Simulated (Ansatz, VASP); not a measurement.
**TaF3 in VASP and in Ansatz**

The input INCAR:

```
SYSTEM = TaF3
ALGO = Normal
EDIFF = 1E-6
EDIFFG = -0.01
ENCUT = 600
GGA = PE
IBRION = 2
ISIF = 3
ISMEAR = -1
LASPH = .True.
LCHARG = .False.
LDAU = .True.
LDAUJ = 0 0
LDAUL = 2 -1
LDAUPRINT = 1
LDAUTYPE = 2
LDAUU = 6 0
LMAXMIX = 4
LREAL = .False.
LWAVE = .False.
NELM = 150
NSW = 60
PREC = Accurate
SIGMA = 0.05
```

File KPOINTS:

```
k-points
0
Gamma
  7 7 7
  0 0 0
```

File POSCAR:

```
TaF3
1.0
    3.9012000000      0.0000000000      0.0000000000
    0.0000000000      3.9012000000      0.0000000000
    0.0000000000      0.0000000000      3.9012000000
Ta F
1 3
Direct
    0.0000000000      0.0000000000      0.0000000000
    0.0000000000      0.0000000000      0.5000000000
    0.0000000000      0.5000000000      0.0000000000
    0.5000000000      0.0000000000      0.0000000000
```

input.yaml

```yaml
crystal:
  lattice:
    - [3.9012, 0.0, 0.0]
    - [0.0, 3.9012, 0.0]
    - [0.0, 0.0, 3.9012]
  atoms:
    - { symbol: Ta, position: [0.0, 0.0, 0.0] }
    - { symbol: F, position: [0.0, 0.0, 0.5] }
    - { symbol: F, position: [0.0, 0.5, 0.0] }
    - { symbol: F, position: [0.5, 0.0, 0.0] }
hamiltonian:
  xc: pbe
  pseudopotentials: { kind: paw }
  hubbard: { sites: [{ species: Ta, l: d, u_eff: 6.0 }] }
kpoints:
  mp_grid: { grid: [7, 7, 7] }
scf:
  occupations: { method: fermi_dirac, width: 0.05 }
output:
  forces: true
  stress: true
  eigenvalues: true
  write_density: true
  write_potential: true
  elf: true
  volumetric_format: npy
relax:
  f_tol: 0.01
  max_steps: 40
  cell: { stress_tol: 0.05 }
```

Alike in both runs: task relaxation of cell and atoms; functional PBE; k mesh 7 × 7 × 7; occupations fermi-dirac, width 0.05 eV; no spin polarisation; Hubbard terms Ta d U = 6.0 eV.

|  | VASP | Ansatz |
| --- | --- | --- |
| version | VASP 6.6.1 | Ansatz 0.2.0 |
| potentials or method | VASP PAW PBE potentials, release 64 (Ta_pv, F) | Ansatz PAW |
| plane-wave cutoff (eV) | 600 | 420 |
| valence electrons in the cell | 32 | 34 |

|  | VASP | Ansatz | Ansatz less VASP |
| --- | --- | --- | --- |
| gap on the k mesh at the Fermi level, each at its own relaxed structure (eV) | none | none | - |
| relaxed volume (Å³/atom) | 18.45 | 18.03 | -0.422 |
| relaxed length of the cell vector where the two differ most in proportion (Å) | 4.195 | 4.163 | -0.0322 |

The programs project onto different local orbitals, so the same U acts differently, and such runs can settle in different states. A gap of «none» marks a metal or a gap that the smearing closes. VASP's potentials hold 32 valence electrons a cell and Ansatz's 34, so a difference there can come from the potentials and not from the codes.

Spin-orbit coupling is off throughout. Noted on VASP's run: the volume moved by over 15 % at a fixed basis, so the end points are rough. Noted on Ansatz's run: the volume moved by over 15 % at a fixed basis, so the end points are rough; the plane-wave basis is chosen anew once the cell has moved, so the energies of steps on either side of that aren't comparable.
